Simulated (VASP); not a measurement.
# Ti4Se (Pm-3m) in VASP: relaxation of cell and atoms with PBE

Aim: the relaxation of cell and atoms of Ti4Se with PBE.

Everything below comes from runs of VASP 6.6.1. Logs are shortened: lines on timing, memory, paths and dates and some standing lists are left out, and cuts for length are marked.

## (1) The cell of the first run

Symmetry: Pm-3m, No. 221, cubic system. The conventional cell has a = 4.650 Å, b = 4.650 Å, c = 4.650 Å, α = 90.00°, β = 90.00°, γ = 90.00°. Within 4.3 Å of Ti (site symmetry m-3m) lie 12 Ti at 3.29 Å and 8 Se at 4.03 Å. Ti (site symmetry 4/mmm) has 2 Se at 2.33 Å within 3.1 Å. Se (site symmetry m-3m) has 6 Ti at 2.33 Å within 3.1 Å.

The cell was generated, and may not be a known phase.

## (2) Relaxation of cell and atoms, PBE, collinear spin

INCAR reads:

```
SYSTEM = Ti4Se
PREC = Accurate
ENCUT = 600
EDIFF = 1E-7
ISMEAR = 0
SIGMA = 0.1
LREAL = .False.
LASPH = .True.
NELM = 150
ALGO = Normal
ISIF = 3
LWAVE = .False.
LCHARG = .False.
ISPIN = 2
MAGMOM = 0.38 0 0 0 0
LORBIT = 11
LMAXMIX = 4
GGA = PE
IBRION = 2
NSW = 100
EDIFFG = -0.01
KPAR = 4
```

KPOINTS reads:

```
Automatic mesh
0
Gamma
  8 8 8
  0 0 0
```

POSCAR reads:

```
Ti4Se
1.0
    4.6503948463      0.0000000000      0.0000000000
    0.0000000000      4.6503948463      0.0000000000
    0.0000000000      0.0000000000      4.6503948463
Ti Se
4 1
Direct
    0.0000000000      0.0000000000      0.0000000000
    0.5000000000      0.5000000000      0.0000000000
    0.5000000000      0.0000000000      0.5000000000
    0.0000000000      0.5000000000      0.5000000000
    0.5000000000      0.5000000000      0.5000000000
```

Potentials or basis: VASP PAW PBE potentials, release 64 (Ti_sv, Se).

Started as:

```console
$ cat potpaw_PBE.64/Ti_sv/POTCAR potpaw_PBE.64/Se/POTCAR > POTCAR
$ mpirun -np 4 vasp_std > vasp.out
```

OUTCAR:

```text
SYSTEM = Ti4Se
   PREC = Accurate
   ENCUT = 600
   EDIFF = 1E-7
   ISMEAR = 0
   LREAL = .False.
   LASPH = .True.
   NELM = 150
   ISIF = 3
   ISPIN = 2
   LORBIT = 11
   GGA = PE
   IBRION = 2
   NSW = 100
   EDIFFG = -0.01

 ion  position               nearest neighbor table
   1  0.000  0.000  0.000-
   2  0.500  0.500  0.000-   5 2.33   5 2.33
   3  0.500  0.000  0.500-   5 2.33   5 2.33
   4  0.000  0.500  0.500-   5 2.33   5 2.33
   5  0.500  0.500  0.500-   2 2.33   3 2.33   4 2.33   2 2.33   3 2.33   4 2.33

  LATTYP: Found a simple cubic cell.
 ALAT       =     4.6503948463

  Lattice vectors:

 A1 = (   4.6503948463,   0.0000000000,   0.0000000000)
 A2 = (   0.0000000000,   4.6503948463,   0.0000000000)
 A3 = (   0.0000000000,   0.0000000000,   4.6503948463)

Analysis of symmetry for initial positions (statically):
=====================================================================
 Subroutine PRICEL returns:
 Original cell was already a primitive cell.

 Routine SETGRP: Setting up the symmetry group for a
 simple cubic supercell.

 Subroutine GETGRP returns: Found 48 space group operations
 (whereof 48 operations were pure point group operations)
 out of a pool of 48 trial point group operations.

The static configuration has the point symmetry O_h .

Analysis of symmetry for dynamics (positions and initial velocities):
=====================================================================
 Subroutine PRICEL returns:
 Original cell was already a primitive cell.

 Routine SETGRP: Setting up the symmetry group for a
 simple cubic supercell.

 Subroutine GETGRP returns: Found 48 space group operations
 (whereof 48 operations were pure point group operations)
 out of a pool of 48 trial point group operations.

The dynamic configuration has the point symmetry O_h .

Analysis of structural, dynamic, and magnetic symmetry:
=====================================================================
 Subroutine PRICEL returns:
 Original cell was already a primitive cell.

 Routine SETGRP: Setting up the symmetry group for a
 simple cubic supercell.
[... 187 lines left out ...]
      0.00000      2.32520      2.32520         0.000000      0.000000      0.000000
      2.32520      2.32520      2.32520         0.000000      0.000000      0.000000
 -----------------------------------------------------------------------------------
    total drift:                                0.000000     -0.000000     -0.000000

  FREE ENERGIE OF THE ION-ELECTRON SYSTEM (eV)
  ---------------------------------------------------
  free  energy   TOTEN  =       -34.3897921714 eV

  energy  without entropy=      -34.3663491758  energy(sigma->0) =      -34.37807067

--------------------------------------- Ionic step        2  -------------------------------------------

 number of electron      53.9999992 magnetization       0.0000386

 Free energy of the ion-electron system (eV)
  ---------------------------------------------------
  ext. energy  EPLUGINS =         0.00000000
  ---------------------------------------------------
  free energy    TOTEN  =       -34.38979789 eV

  energy without entropy =      -34.36629635  energy(sigma->0) =      -34.37804712

 E-fermi :   6.6317     XC(G=0): -10.6433

 val. band max:        6.6292939075   @ k =   0.5000   0.2500   0.0000
 cond. band min:       6.6567063872   @ k =   0.5000   0.3750   0.1250
 fundamental gap:      0.0274124796
 Fermi energy:         6.6317222054

 spin component 1

 k-point     1 :       0.0000    0.0000    0.0000
  band No.  band energies     occupation
      1     -50.7678      1.00000
      2     -50.4320      1.00000
      3     -50.4009      1.00000
      4     -50.4009      1.00000
      5     -26.9825      1.00000
      6     -26.9825      1.00000
[... 829 lines left out ...]
     31       7.6280      0.00000
     32       7.6454      0.00000

 [... further k-points ...]

 spin component 2

 k-point     1 :       0.0000    0.0000    0.0000
  band No.  band energies     occupation
      1     -50.7678      1.00000
      2     -50.4321      1.00000
      3     -50.4009      1.00000
      4     -50.4009      1.00000
      5     -26.9825      1.00000
      6     -26.9825      1.00000
[... 829 lines left out ...]
     31       7.6280      0.00000
     32       7.6454      0.00000

 [... further k-points ...]
[... 5 lines left out ...]
  --------------------------------------------------------------------------------------
  -------------------------------------------------------------------------------------
  Total       -0.0401563     -0.0401563     -0.0401563      0.0000000      0.0000000     -0.0000000
  in kB       -0.6387170     -0.6387170     -0.6387170      0.0000000      0.0000000     -0.0000000
  external PRESSURE =      -0.6387170 kB  Pullay stress =       0.0000000 kB

 VOLUME and BASIS-vectors are now :
 -----------------------------------------------------------------------------
  energy-cutoff  :      600.00
  volume of cell :      100.73
      direct lattice vectors                 reciprocal lattice vectors
     4.652843177 -0.000000000  0.000000000     0.214922352  0.000000000 -0.000000000
    -0.000000000  4.652843177 -0.000000000     0.000000000  0.214922352  0.000000000
     0.000000000 -0.000000000  4.652843177    -0.000000000  0.000000000  0.214922352

 POSITION                                       TOTAL-FORCE (eV/Angst)
 -----------------------------------------------------------------------------------
      0.00000      0.00000      0.00000        -0.000000      0.000000      0.000000
      2.32642      2.32642      0.00000        -0.000000      0.000000      0.000000
      2.32642     -0.00000      2.32642         0.000000     -0.000000      0.000000
     -0.00000      2.32642      2.32642        -0.000000     -0.000000      0.000000
      2.32642      2.32642      2.32642         0.000000     -0.000000      0.000000
 -----------------------------------------------------------------------------------
    total drift:                                0.000000     -0.000000     -0.000000

  FREE ENERGIE OF THE ION-ELECTRON SYSTEM (eV)
  ---------------------------------------------------
  free  energy   TOTEN  =       -34.3897978873 eV

  energy  without entropy=      -34.3662963466  energy(sigma->0) =      -34.37804712

 reached required accuracy - stopping structural energy minimisation

 total charge

# of ion       s       p       d       tot
------------------------------------------
    1        2.179   6.065   1.696   9.940
    2        2.171   6.127   1.936  10.234
    3        2.171   6.127   1.936  10.234
    4        2.171   6.127   1.936  10.234
    5        1.451   2.629   0.187   4.267
--------------------------------------------------
tot         10.143  27.075   7.691  44.908

 magnetization (x)

# of ion       s       p       d       tot
------------------------------------------
    1        0.000   0.000   0.000   0.000
    2       -0.000   0.000  -0.000  -0.000
    3       -0.000   0.000  -0.000  -0.000
    4       -0.000   0.000  -0.000  -0.000
    5        0.000   0.000  -0.000   0.000
--------------------------------------------------
tot          0.000   0.000   0.000   0.000
```

Run time: 5.7 min. Hardware: 4 MPI ranks of Oxide Virtual Turin-like, shared host; peak memory 0.4 GiB.

Results:

- Free energy: -34.3898 eV
- Relaxed volume: 20.15 Å³/atom
- Relaxed cell: a = 4.653 Å, b = 4.653 Å, c = 4.653 Å, α = 90.00°, β = 90.00°, γ = 90.00°
- Space group after relaxing (to 0.1 Å): Pm-3m (No. 221)
- Energy gained by relaxing: 0.0 meV/atom
- Ionic steps: 2
- Pressure after relaxing: -0.1 GPa
- Band gap on the k mesh: zero (filled and empty bands overlap)
- Net moment: 0.00 μB per cell
- Valence electrons inside the program's atomic spheres: Ti 9.94, 10.23 (each value once); Se 4.27

Final structure:
```
Ti Se
1.0
     4.65284    0.00000    0.00000
     0.00000    4.65284    0.00000
     0.00000    0.00000    4.65284
Ti Se
4 1
Direct
  0.00000 0.00000 0.00000
  0.50000 0.50000 0.00000
  0.50000 0.00000 0.50000
  0.00000 0.50000 0.50000
  0.50000 0.50000 0.50000
```

The gap in the log of VASP goes by the Fermi energy; the results here count the filled bands.